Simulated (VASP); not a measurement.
## Hg: electric field gradients with PBE

Crystal: Hg.

```
Hg
1.0
     0.00000    3.33034    3.33034
     3.33034    0.00000    3.33034
     3.33034    3.33034    0.00000
Hg
2
Cartesian
  -0.6328 -1.0324 -1.0324
  0.6328 1.0324 1.0324
```

This cell differs from its parent crystal: shortest bond scaled by 0.76.

```
Program                : VASP 6.6.1
Task                   : electric field gradients
Functional             : PBE
Potentials or basis    : VASP PAW PBE potentials, release 64 (Hg)
Cutoff                 : 520 eV
k mesh                 : 8 × 8 × 8
Occupations            : fermi-dirac, width 0.05 eV
Spin                   : no spin polarisation
Dipole correction      : no
Further INCAR settings : ALGO = Normal; EDIFF = 1e-08; NBANDS = 19
```

```yaml
Pressure: 17.5 GPa
Largest_force: 11.983 eV/Å
Band_gap_on_the_k_mesh: zero (bands 12 and 13 overlap by 3.24 eV)
Largest_electric_field_gradient_by_atom: Hg -542.7 V/Å²
```

Forces in eV/Å, atoms in the order of the input:
```
Hg  -6.918  6.918  6.918
Hg   6.918 -6.918 -6.918
```

Stress tensor (GPa, compression positive):
```
 17.45 -19.39 -19.39
-19.39  17.45  19.39
-19.39  19.39  17.45
```

Levels at points of the mesh, in eV from the Fermi level:
```
           k point  band 10  band 11  band 12  band 13  band 14  band 15
(0.00, 0.00, 0.00)    -6.23    -6.11     3.06     3.48     5.07     5.07
(0.50, 0.00, 0.00)    -5.75    -4.70    -3.76     2.70     2.70     4.39
(0.00, 0.50, 0.00)    -5.87    -5.11    -2.40     2.64     3.16     4.40
(0.50, 0.50, 0.00)    -5.75    -4.50    -2.89     1.09     1.63     3.30
```

Electric field gradients, principal values (V/Å²):
| atom | least | middle | greatest (by size) |
| --- | --- | --- | --- |
| 1 Hg | 271.356 | 271.357 | -542.713 |
| 2 Hg | 271.356 | 271.357 | -542.713 |

Run time: 61 s on 1 thread of Intel(R) Xeon(R) Platinum 8488C (Sapphire Rapids), on a shared host, peak memory 0.24 GiB.

Caveat: the cell differs from its parent crystal (shortest bond scaled by 0.76); the cell stands under pressure; without QUAD_EFG the Cq values of the log hold for a quadrupole moment of 1 mb, not for the nuclei; spin-orbit coupling is left out, which moves the levels of the heavy elements; forces of over 1 eV/Å act on the atoms, so gaps and moduli don't describe the material at rest.
